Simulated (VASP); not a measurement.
Set up this calculation in VASP 6.6.1, as the native input.

```yaml
Task: single point
Functional: PBE
Potentials_or_basis: VASP PAW PBE potentials, release 64 (Ge_d, B, C)
Cutoff: 520 eV
k_mesh: 4 × 4 × 4
Occupations: gaussian, width 0.1 eV
Spin: no spin polarisation
Dipole_correction: no
Further_INCAR_settings: ALGO = Normal; EDIFF = 1e-06; NBANDS = 25
```

The structure of GeB2C3 lies in POSCAR:

```
GeB2C3
1.0
    3.6989999206      0.0000000000      0.0000000000
    0.0000000000      4.8048726171      0.0000000000
    0.0000000000      0.0000000000      5.6750059198
Ge B C
1 2 3
Direct
    0.5000000000      0.0000000000      0.0000000000
    0.5000000000      0.5000000000      0.8635683204
    0.5000000000      0.5000000000      0.1364316796
    0.5000000000      0.5000000000      0.3896079928
    0.5000000000      0.5000000000      0.6103920072
    0.0000000000      0.0000000000      0.0000000000
```

These files were run (other wordings do the same):

INCAR

```
SYSTEM = GeB2C3
PREC = Accurate
ENCUT = 520
EDIFF = 1E-6
ISMEAR = 0
SIGMA = 0.1
LREAL = .False.
LASPH = .True.
NELM = 60
ALGO = Normal
ISIF = 2
LWAVE = .False.
LCHARG = .False.
GGA = PE
NBANDS = 25
```

KPOINTS

```
regular mesh
0
Gamma
  4 4 4
  0 0 0
```

Potentials or basis: VASP PAW PBE potentials, release 64 (Ge_d, B, C).

Launch:

```bash
$ cat potpaw_PBE.64/Ge_d/POTCAR potpaw_PBE.64/B/POTCAR potpaw_PBE.64/C/POTCAR > POTCAR
$ mpirun -np 1 vasp_std > vasp.out
```

It gave:

```
Pressure               : -0.1 GPa
Largest force          : 0.051 eV/Å
Band gap on the k mesh : zero (band 16 reaches 1.66 eV, above the bottom of band 17 at 0.39 eV)
```

Caveat: the k points lie up to 0.42 Å⁻¹ apart.

Run time: 49 s on 1 thread of Intel(R) Xeon(R) Platinum 8488C (Sapphire Rapids) (shared host), peak memory 0.23 GiB.
